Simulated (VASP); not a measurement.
# In (I4/mmm) in VASP: relaxation of cell and atoms with PBEsol

Aim: the relaxation of cell and atoms of In with PBEsol.

Everything below comes from runs of VASP 6.6.1. Logs are shortened: lines on timing, memory, paths and dates and some standing lists are left out, and cuts for length are marked.

### 1 The cell of the first run

It takes space group I4/mmm (No. 139, tetragonal). Conventional cell: a = 3.252 Å, b = 3.252 Å, c = 4.946 Å, α = 90.00°, β = 90.00°, γ = 90.00°. In (site symmetry 4/mmm) has 12 In at 3.25 to 3.38 Å within 4.3 Å.

### 2 Relaxation of cell and atoms, PBEsol

Contents of INCAR:

```
PREC = Accurate ; ENCUT = 600
EDIFF = 1E-6 ; ISMEAR = 0
SIGMA = 0.05 ; LREAL = F
LASPH = T ; NELM = 100
ALGO = Normal ; ISIF = 3
LWAVE = F ; LCHARG = F
GGA = PS ; IBRION = 2
NSW = 80 ; EDIFFG = -0.01
```

Contents of KPOINTS:

```
regular mesh
0
Gamma
  18 18 18
```

Contents of POSCAR:

```
In
1.0
   -1.6261500000      1.6261500000      2.4730500000
    1.6261500000     -1.6261500000      2.4730500000
    1.6261500000      1.6261500000     -2.4730500000
In
1
Direct
    0.0000000000      0.0000000000      0.0000000000
```

Potentials or basis: VASP PAW PBE potentials, release 64 (In_d).

Run with:

```console
$ cat potpaw_PBE.64/In_d/POTCAR > POTCAR
$ mpirun -np 1 vasp_std > vasp.out
```

OUTCAR:

```text
PREC = Accurate
   ENCUT = 600
   EDIFF = 1E-6
   ISMEAR = 0
   LREAL = F
   LASPH = T
   NELM = 100
   ISIF = 3
   GGA = PS
   IBRION = 2
   NSW = 80
   EDIFFG = -0.01

 ion  position               nearest neighbor table
   1  0.000  0.000  0.000-

  LATTYP: Found a body centered tetragonal cell.
 ALAT       =     3.2523000000
 C/A-ratio  =     1.5208006641

  Lattice vectors:

 A1 = (  -1.6261500000,   1.6261500000,   2.4730500000)
 A2 = (   1.6261500000,  -1.6261500000,   2.4730500000)
 A3 = (   1.6261500000,   1.6261500000,  -2.4730500000)

Analysis of symmetry for initial positions (statically):
=====================================================================
 Subroutine PRICEL returns:
 Original cell was already a primitive cell.

 Routine SETGRP: Setting up the symmetry group for a
 body centered tetragonal supercell.

 Subroutine GETGRP returns: Found 16 space group operations
 (whereof 16 operations were pure point group operations)
 out of a pool of 16 trial point group operations.

The static configuration has the point symmetry D_4h.

Analysis of symmetry for dynamics (positions and initial velocities):
=====================================================================
 Subroutine PRICEL returns:
 Original cell was already a primitive cell.

 Routine SETGRP: Setting up the symmetry group for a
 body centered tetragonal supercell.

 Subroutine GETGRP returns: Found 16 space group operations
 (whereof 16 operations were pure point group operations)
 out of a pool of 16 trial point group operations.

The dynamic configuration has the point symmetry D_4h.

 Subroutine INISYM returns: Found 16 space group operations
 (whereof 16 operations are pure point group operations),
 and found     1 'primitive' translations

----------------------------------------------------------------------------------------

                                     Primitive cell

  volume of cell :      26.1586

  direct lattice vectors                    reciprocal lattice vectors
    -1.626150000  1.626150000  2.473050000     0.000000000  0.307474710  0.202179495
     1.626150000 -1.626150000  2.473050000     0.307474710  0.000000000  0.202179495
     1.626150000  1.626150000 -2.473050000     0.307474710  0.307474710  0.000000000

  length of vectors
     3.377085126  3.377085126  3.377085126     0.367990823  0.367990823  0.434834905

  position of ions in fractional coordinates (direct lattice)
     0.000000000  0.000000000  0.000000000

  ion indices of the primitive-cell ions
   primitive index   ion index
                 1           1

----------------------------------------------------------------------------------------

 KPOINTS: regular mesh

Automatic generation of k-mesh.
 Grid dimensions read from file:
 generate k-points for:   18   18   18

 Generating k-lattice:

  Cartesian coordinates                     Fractional coordinates (reciprocal lattice)
     0.000000000  0.017081928  0.011232194     0.055555556 -0.000000000  0.000000000
     0.017081928  0.000000000  0.011232194    -0.000000000  0.055555556  0.000000000
     0.017081928  0.017081928  0.000000000     0.000000000  0.000000000  0.055555556

  Length of vectors
     0.020443935  0.020443935  0.024157495

  Shift w.r.t. Gamma in fractional coordinates (k-lattice)
     0.000000000  0.000000000  0.000000000

 Subroutine IBZKPT returns following result:
 ===========================================

 Found    480 irreducible k-points:

 Following reciprocal coordinates:
            Coordinates               Weight
  0.000000  0.000000  0.000000      1.000000
  0.055556  0.000000 -0.000000      8.000000
  0.111111  0.000000 -0.000000      8.000000
  0.166667 -0.000000  0.000000      8.000000
  0.222222  0.000000  0.000000      8.000000
  0.277778 -0.000000  0.000000      8.000000
[... 16 lines left out ...]
 -0.277778  0.055556 -0.000000     16.000000
 -0.222222  0.055556 -0.000000     16.000000
 [... further k-points ...]
   k-points           NKPTS =    480   k-points in BZ     NKDIM =    480   number of bands    NBANDS=     10
   number of dos      NEDOS =    301   number of ions     NIONS =      1
   total plane-waves  NPLWV =  21952
   dimension x,y,z NGX =    28 NGY =   28 NGZ =   28
   dimension x,y,z NGXF=    56 NGYF=   56 NGZF=   56
   ions per type =               1
   NGX,Y,Z   is equivalent  to a cutoff of  13.78, 13.78, 13.78 a.u.
   NGXF,Y,Z  is equivalent  to a cutoff of  27.57, 27.57, 27.57 a.u.
 SYSTEM =  unknown system
   PREC   = accura    normal or accurate (medium, high low for compatibility)
   ISTART =      0    job   : 0-new  1-cont  2-samecut
   ICHARG =      2    charge: 1-file 2-atom 10-const
   ISPIN  =      1    spin polarized calculation?
   LNONCOLLINEAR =      F non collinear calculations
   LSORBIT =      F    spin-orbit coupling
   LASPH  =      T    aspherical Exc in radial PAW
   ENCUT  =  600.0 eV  44.10 Ry    6.64 a.u.   6.74  6.74  6.74*2*pi/ulx,y,z
   NELM   =    100;   NELMIN=  2; NELMDL= -5     # of ELM steps
   EDIFF  = 0.1E-05   stopping-criterion for ELM
   LREAL  =      F    real-space projection
   EDIFFG = -.1E-01   stopping-criterion for IOM
   NSW    =     80    number of steps for IOM
   IBRION =      2    ionic relax: 0-MD 1-quasi-New 2-CG
   NFREE  =      1    steps in history (QN), initial steepest desc. (CG)
   ISIF   =      3    stress and relaxation
   ISYM   =      2    0-nonsym 1-usesym 2-fastsym
   POTIM  = 0.5000    time-step for ionic-motion
   TEBEG  =    0.0;   TEEND  =   0.0 temperature during run
   PSTRESS=    0.0 pullay stress
   NELECT =      13.0000    total number of electrons
   NUPDOWN=      -1.0000    fix difference up-down
   EMIN   =  10.00;   EMAX   =-10.00  energy-range for DOS
   EFERMI =   0.00;   METHOD = LEGACY
   ISMEAR =     0;   SIGMA  =   0.05  broadening in eV -4-tet -1-fermi 0-gaus
   EFERMI_NEDOS =   21; number of points for ismear=-14 and -15
   IALGO  =     38    algorithm
   IMIX   =      4    mixing-type and parameters
     AMIX     =   0.40;   BMIX     =  1.00
     AMIX_MAG =   1.60;   BMIX_MAG =  1.00
  volume/ion in A,a.u.               =      26.16       176.53
  Fermi-wavevector in a.u.,A,eV,Ry     =   1.296735  2.450474 22.878493  1.681522
  Thomas-Fermi vector in A             =   2.428172
   LORBIT       =      0    0 simple, 1 ext, 2 COOP (PROOUT), +10 PAW based schemes
   GGA     = PS    functional components
   LHFCALC =     F    Hartree Fock is set to
   AEXX    =    0.0000 exact exchange contribution
   IVDW    =     0    specifies the selected vdW correction
   LEPSILON=     F    determine dielectric tensor
   LRPA    =     F    only Hartree local field effects (RPA)
 conjugate gradient relaxation of ions
 non-spin polarized calculation
 Gauss-broadening in eV      SIGMA  =   0.05
  energy-cutoff  :      600.00
  volume of cell :       26.16
 maximum number of plane-waves:       902
   NGX = 13   NGY = 13   NGZ = 13

--------------------------------------- Ionic step        1  -------------------------------------------

 number of electron      13.0000006 magnetization

 Free energy of the ion-electron system (eV)
  ---------------------------------------------------
  ext. energy  EPLUGINS =         0.00000000
  ---------------------------------------------------
  free energy    TOTEN  =        -2.98202414 eV

  energy without entropy =       -2.98133959  energy(sigma->0) =       -2.98168186

------------------------ aborting loop because EDIFF is reached ----------------------------------------

  FORCE on cell =-STRESS in cart. coord.  units (eV):
  Direction    XX          YY          ZZ          XY          YZ          ZX
  --------------------------------------------------------------------------------------
  -------------------------------------------------------------------------------------
  Total       -0.1547650     -0.1547650     -0.1578513      0.0000000     -0.0000000      0.0000000
  in kB       -9.4791446     -9.4791446     -9.6681789      0.0000000     -0.0000000      0.0000000
  external PRESSURE =      -9.5421560 kB  Pullay stress =       0.0000000 kB
[... 86 lines left out ...]
  FREE ENERGIE OF THE ION-ELECTRON SYSTEM (eV)
  ---------------------------------------------------
  free  energy   TOTEN  =        -2.9839085333 eV

  energy  without entropy=       -2.9832460262  energy(sigma->0) =       -2.98357728

[... ionic steps 4 to 9 ...]

--------------------------------------- Ionic step       10  -------------------------------------------

 number of electron      13.0000001 magnetization

------------------------ aborting loop because EDIFF is reached ----------------------------------------

  FORCE on cell =-STRESS in cart. coord.  units (eV):
  Direction    XX          YY          ZZ          XY          YZ          ZX
  --------------------------------------------------------------------------------------
  -------------------------------------------------------------------------------------
  Total        0.0107059      0.0107059     -0.0055471      0.0000000     -0.0000000     -0.0000000
  in kB        0.6732047      0.6732047     -0.3488098      0.0000000     -0.0000000     -0.0000000
  external PRESSURE =       0.3325332 kB  Pullay stress =       0.0000000 kB
[... 55 lines left out ...]
  energy  without entropy=       -2.9848172075  energy(sigma->0) =       -2.98500219

--------------------------------------- Ionic step       12  -------------------------------------------

 number of electron      13.0000002 magnetization

 Free energy of the ion-electron system (eV)
  ---------------------------------------------------
  ext. energy  EPLUGINS =         0.00000000
  ---------------------------------------------------
  free energy    TOTEN  =        -2.98519759 eV

  energy without entropy =       -2.98482544  energy(sigma->0) =       -2.98501152

 E-fermi :   7.6586     XC(G=0): -10.5286

 val. band max:        7.6276200585   @ k =   0.3333   0.3333   0.0000
 cond. band min:       7.6736392442   @ k =   0.2778   0.2778   0.1111
 fundamental gap:      0.0460191857
 Fermi energy:         7.6585568380

 k-point     1 :       0.0000    0.0000    0.0000
  band No.  band energies     occupation
      1      -7.0350      2.00000
      2      -6.8749      2.00000
      3      -6.8749      2.00000
      4      -6.8254      2.00000
      5      -6.6710      2.00000
      6      -2.0972      2.00000
      7      18.4002      0.00000
      8      18.4002      0.00000
      9      18.6227      0.00000
     10      19.3408      0.00000
[... 287 lines left out ...]
 k-point    24 :      -0.2222    0.0556   -0.0000
  band No.  band energies     occupation
      1      -6.9669      2.00000
      2      -6.9153      2.00000
      3      -6.8282      2.00000
      4      -6.7606      2.00000
      5      -6.6982      2.00000
      6      -1.0678      2.00000
      7      12.4054      0.00000
      8      16.1035      0.00000
      9      17.4811      0.00000
     10      19.7097      0.00000

 [... further k-points ...]

------------------------ aborting loop because EDIFF is reached ----------------------------------------

  FORCE on cell =-STRESS in cart. coord.  units (eV):
  Direction    XX          YY          ZZ          XY          YZ          ZX
  --------------------------------------------------------------------------------------
  -------------------------------------------------------------------------------------
  Total        0.0050266      0.0050266      0.0020515      0.0000000     -0.0000000      0.0000000
  in kB        0.3158484      0.3158484      0.1289108      0.0000000     -0.0000000      0.0000000
  external PRESSURE =       0.2535359 kB  Pullay stress =       0.0000000 kB
[... 16 lines left out ...]
  FREE ENERGIE OF THE ION-ELECTRON SYSTEM (eV)
  ---------------------------------------------------
  free  energy   TOTEN  =        -2.9851975921 eV

  energy  without entropy=       -2.9848254380  energy(sigma->0) =       -2.98501152

 reached required accuracy - stopping structural energy minimisation
```

It took 13 min on 1 thread of Intel Xeon 6975P-C (Granite Rapids), shared host; peak memory 0.3 GiB.

Results:

```
Free energy                           : -2.9852 eV
Relaxed volume                        : 25.50 Å³/atom
Relaxed cell                          : a = 3.368 Å, b = 3.368 Å, c = 3.368 Å, α = 123.37°, β = 123.37°, γ = 84.26°
Space group after relaxing (to 0.1 Å) : I4/mmm (No. 139)
Energy gained by relaxing             : 3.2 meV/atom
Ionic steps                           : 12
Pressure after relaxing               : 0.0 GPa
Band gap on the k mesh                : zero (an odd number of electrons rules out a gap without spin polarisation)
```

Step by step:
```
step  energy change (eV)  largest force (eV/Å)  pressure (GPa)  volume (Å³)
   1              0.0000                0.0000           -0.95        26.16
   2             -0.0019                0.0000           -0.04        25.57
   3             -0.0019                0.0000            0.00        25.55
   4             -0.0019                0.0000           -0.02        25.54
   5             -0.0022                0.0000           -0.02        25.52
   6             -0.0029                0.0000            0.07        25.47
   7             -0.0027                0.0000            0.32        25.36
   8             -0.0031                0.0000            0.14        25.43
   9             -0.0032                0.0000            0.06        25.49
  10             -0.0032                0.0000            0.03        25.48
  11             -0.0032                0.0000            0.06        25.47
  12             -0.0032                0.0000            0.03        25.50
```

Final structure:
```
In
1.0
    -1.59756    1.59756    2.49764
     1.59756   -1.59756    2.49764
     1.59756    1.59756   -2.49764
In
1
Direct
  0.00000 0.00000 0.00000
```

Caveat: the PAW data sets were made with another functional, which shifts forces and pressure a little; spin-orbit coupling is left out, which moves the levels of the heavy elements.
